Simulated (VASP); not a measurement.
Set up this calculation in VASP 6.6.1, as the native input.

- Task: single point
- Functional: LDA
- Potentials or basis: VASP PAW LDA potentials, release 64 (Al)
- Cutoff: 500 eV
- k mesh: 18 × 18 × 18
- Occupations: gaussian, width 0.1 eV
- Spin: no spin polarisation
- Dipole correction: no
- Further INCAR settings: ALGO = Normal; EDIFF = 1e-06; NBANDS = 8

The structure of Al lies in POSCAR:

```
Al
1.0
    0.0000000000      2.0115202299      2.0115202299
    2.0115202299      0.0000000000      2.0115202299
    2.0115202299      2.0115202299      0.0000000000
Al
1
Direct
    0.0000000000      0.0000000000      0.0000000000
```

This cell differs from its parent crystal: volume scaled by 1.03.

These files were run (other wordings do the same):

INCAR

```
SYSTEM = Al
PREC = Accurate ; ENCUT = 500
EDIFF = 1E-6 ; ISMEAR = 0
SIGMA = 0.1 ; LREAL = .False.
LASPH = .True. ; NELM = 120
ALGO = Normal ; ISIF = 2
LWAVE = .False. ; LCHARG = .False.
GGA = CA ; NBANDS = 8
GGA_COMPAT = .False.
```

KPOINTS

```
Automatic mesh
0
Gamma
  18 18 18
  0 0 0
```

Potentials or basis: VASP PAW LDA potentials, release 64 (Al).

The run is started by

```console
$ cat potpaw_LDA.64/Al/POTCAR > POTCAR
$ mpirun -np 1 vasp_std > vasp.out
```

It gave:

The pressure is -2.2 GPa.

Wall time 13 s on 1 thread of AMD EPYC 9R45 (Zen 5) (shared host), peak memory 0.1 GiB.
